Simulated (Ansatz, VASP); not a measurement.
Ta in VASP and in Ansatz

```
CELL_PARAMETERS angstrom
-1.62767 1.62767 1.62767
1.62767 -1.62767 1.62767
1.62767 1.62767 -1.62767
ATOMIC_POSITIONS crystal
Ta 0.00000 0.00000 0.00000
```

Alike in both runs: task single point; functional LDA; k mesh 14 × 14 × 14; occupations methfessel-paxton of order 1, width 0.01 eV; no spin polarisation.

|  | VASP | Ansatz |
| --- | --- | --- |
| version | VASP 6.6.1 | Ansatz 0.2.0 |
| potentials or method | VASP PAW LDA potentials, release 64 (Ta_sv_GW), cutoff 500 eV | plane waves (420 eV) with PAW, scalar-relativistic |
| valence electrons in the cell | 13 | 13 |

Ansatz gave:

| Item | Value |
| --- | --- |
| pressure (GPa) | -0.2 |

**Question.** What did VASP give for the same quantities?

**Answer.** Pressure (GPa): -0.5.

Ansatz warns that its potentials were made for another functional, while VASP's fit it. LDA's correlation is that of Perdew and Zunger in VASP and of Perdew and Wang (1992) in Ansatz.

Neither program's run includes spin-orbit coupling.
